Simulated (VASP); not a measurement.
La: single point with PBE

The system is La.

```
CELL_PARAMETERS angstrom
3.75000 0.00000 0.00000
-1.87500 3.24760 0.00000
0.00000 0.00000 6.07000
ATOMIC_POSITIONS crystal
La 0.33333 0.66667 0.25000
La 0.66667 0.33333 0.75000
```

```yaml
Program: VASP 6.6.1
Task: single point
Functional: PBE
Potentials_or_basis: VASP PAW PBE potentials, release 64 (La)
Cutoff: 520 eV
k_mesh: 11 × 11 × 6
Occupations: fermi-dirac, width 0.28 eV
Spin: no spin polarisation
Dipole_correction: no
Further_INCAR_settings: ALGO = Normal; EDIFF = 1e-07; NBANDS = 18
```

| Property | Result |
| --- | --- |
| Pressure | 1.3 GPa |
| Band gap on the k mesh | zero (bands 11 and 12 overlap by 1.51 eV) |

Stress tensor (GPa, compression positive):
```
1.28 0.00 0.00
0.00 1.28 0.00
0.00 0.00 1.39
```

Levels at points of the mesh, in eV from the Fermi level:
```
           k point  band 9  band 10  band 11  band 12  band 13  band 14
(0.00, 0.00, 0.00)   -3.17    -1.75     1.15     1.36     1.36     1.65
(0.00, 0.00, 0.50)   -1.85    -1.85     0.62     0.62     1.40     1.40
```

Run time: 2.1 min on 1 thread of AMD EPYC 9R45 96-Core Processor (Zen 5) (shared host), peak memory 0.22 GiB.

Caveat: so wide a smearing shifts energies and pressures; spin-orbit coupling is left out, which moves the levels of the heavy elements.
